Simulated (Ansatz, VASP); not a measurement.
# One calculation of AlN, two programs

```
Al N
1.0
     3.34110    0.00000    0.00000
    -1.67055    2.89348    0.00000
     0.00000    0.00000    4.18140
Al N
2 2
Direct
  0.33333 0.66667 0.75000
  0.66667 0.33333 0.25000
  0.33333 0.66667 0.25000
  0.66667 0.33333 0.75000
```

Alike in both runs: task single point; functional PBEsol; k mesh 9 × 9 × 6; occupations gaussian, width 0.05 eV; no spin polarisation.

|  | VASP | Ansatz |
| --- | --- | --- |
| version | VASP 6.6.1 | Ansatz 0.2.0 |
| potentials or method | VASP PAW PBE potentials, release 64 (Al, N), cutoff 520 eV | scalar-relativistic, plane waves, PAW |
| valence electrons in the cell | 16 | 16 |

Ansatz gave:

| Item | Value |
| --- | --- |
| gap on the k mesh at the Fermi level (eV) | 3.09 |
| least direct gap on the mesh (eV) | 3.09 |
| pressure (GPa) | -6.9 |
| traceless stress, the component that is largest in VASP (GPa) | 0.97 |

What did VASP give for the same quantities?

gap on the k mesh at the Fermi level (eV): 3.10; least direct gap on the mesh (eV): 3.10; pressure (GPa): -6.9; traceless stress, the component that is largest in VASP (GPa): 0.97.

VASP's potentials were made for PBE, not for PBEsol, and Ansatz warns of the same on its side.
